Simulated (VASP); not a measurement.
Input of a VASP 6.6.1 run:

The input INCAR:

```
ALGO = Fast ; EDIFF = 1E-7
ENCUT = 520 ; GGA = PE
ISIF = 2 ; ISMEAR = 0
LASPH = True ; LCHARG = False
LREAL = False ; LWAVE = False
NBANDS = 19 ; NELM = 100
PREC = Accurate ; SIGMA = 0.1
```

KPOINTS

```
k-points
0
Gamma
  16 16 16
```

File POSCAR:

```
Zn
1.0
    0.0000000000      2.9077780827      2.9077780827
    2.9077780827      0.0000000000      2.9077780827
    2.9077780827      2.9077780827      0.0000000000
Zn
2
Direct
    0.0000000000      0.0000000000      0.0000000000
    0.2500000000      0.2500000000      0.2500000000
```

Potentials or basis: VASP PAW PBE potentials, release 64 (Zn).

Run with:

```bash
$ cat potpaw_PBE.64/Zn/POTCAR > POTCAR
$ mpirun -np 1 vasp_std > vasp.out
```

(1) What does it give for the pressure?

(2) What does it give for the band gap on the k mesh?

## Answers

(1) 0.2 GPa.

(2) zero (band 12 reaches 5.50 eV, above the bottom of band 13 at -0.36 eV).
